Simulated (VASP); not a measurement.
Write the native input for VASP 6.6.1 that does the following.

```yaml
Task: single point
Functional: PBE
Potentials_or_basis: VASP PAW PBE potentials, release 64 (Cs_sv, Tl_d, Se)
Cutoff: 520 eV
k_mesh: 6 × 6 × 1
Occupations: gaussian, width 0.1 eV
Spin: no spin polarisation
Dipole_correction: no
Further_INCAR_settings: ALGO = Normal; EDIFF = 1e-06; NBANDS = 44
```

The structure of CsTlSe2 lies in POSCAR:

```
CsTlSe2
1.0
    4.3272256028      0.0000000000      0.0000000000
   -2.1636128014      3.7474872999      0.0000000000
    0.0000000000      0.0000000000     16.6245479744
Cs Tl Se
2 2 4
Direct
    0.3333333333      0.6666666667      0.7500000000
    0.6666666667      0.3333333333      0.2500000000
    0.0000000000      0.0000000000      0.5000000000
    0.0000000000      0.0000000000      0.0000000000
    0.3333333333      0.6666666667      0.4075530067
    0.6666666667      0.3333333333      0.9075530067
    0.6666666667      0.3333333333      0.5924469933
    0.3333333333      0.6666666667      0.0924469933
```

The input as run:

INCAR

```
PREC = Accurate
ENCUT = 520
EDIFF = 1E-6
ISMEAR = 0
SIGMA = 0.1
LREAL = F
LASPH = T
NELM = 60
ALGO = Normal
ISIF = 2
LWAVE = F
LCHARG = F
GGA = PE
NBANDS = 44
```

KPOINTS

```
Automatic mesh
0
Gamma
  6 6 1
```

Potentials or basis: VASP PAW PBE potentials, release 64 (Cs_sv, Tl_d, Se).

Run with:

```bash
$ cat potpaw_PBE.64/Cs_sv/POTCAR potpaw_PBE.64/Tl_d/POTCAR potpaw_PBE.64/Se/POTCAR > POTCAR
$ mpirun -np 1 vasp_std > vasp.out
```

Results of the run:

The pressure is 0.1 GPa. The band gap on the k mesh is 0.25 eV (least direct gap 0.34 eV).

Caveat: spin-orbit coupling is left out, which moves the levels of the heavy elements.

Wall time 2.7 min on 1 thread of Oxide Virtual Turin-like Processor (shared host), peak memory 0.35 GiB.
